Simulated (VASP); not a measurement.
Wanted: the native input for a VASP 6.6.1 run.

| Item | Value |
| --- | --- |
| Task | single point |
| Functional | PBE |
| Potentials or basis | VASP PAW PBE potentials, release 64 (Fe) |
| Cutoff | 520 eV |
| k mesh | 10 × 10 × 10 |
| Occupations | gaussian, width 0.15 eV |
| Spin | collinear spin, ferromagnetic start |
| Starting moments | [2.44] μB |
| Dipole correction | no |
| Further INCAR settings | ALGO = Normal; EDIFF = 1e-07; NBANDS = 14 |

The structure of Fe lies in POSCAR:

```
Fe
1.0
   -1.4157750842      1.4157750842      1.4487626437
    1.4157750842     -1.4157750842      1.4487626437
    1.4157750842      1.4157750842     -1.4487626437
Fe
1
Direct
    0.0000000000      0.0000000000      0.0000000000
```

This cell differs from its parent crystal: normal strain along x +0.0000, normal strain along z +0.0233.

The input as run:

INCAR

```
PREC = Accurate
ENCUT = 520
EDIFF = 1E-7
ISMEAR = 0
SIGMA = 0.15
LREAL = False
LASPH = True
NELM = 150
ALGO = Normal
ISIF = 2
LWAVE = False
LCHARG = False
ISPIN = 2
MAGMOM = 2.44
LORBIT = 11
LMAXMIX = 4
GGA = PE
NBANDS = 14
```

KPOINTS

```
Automatic mesh
0
Gamma
  10 10 10
```

Potentials or basis: VASP PAW PBE potentials, release 64 (Fe).

Launch:

```bash
$ cat potpaw_PBE.64/Fe/POTCAR > POTCAR
$ mpirun -np 1 vasp_std > vasp.out
```

Results of the run:

```json
{"Pressure": "-5.4 GPa", "Net moment": "2.16 μB per cell", "Site moments": "Fe +2.16 μB", "Valence electrons inside the program's atomic spheres": "Fe 7.22"}
```

Caveat: the cell differs from its parent crystal (normal strain along x +0.0000, normal strain along z +0.0233).

Run time: 21 s on 1 thread of Intel(R) Xeon(R) Platinum 8488C (Sapphire Rapids) (shared host), peak memory 0.14 GiB.
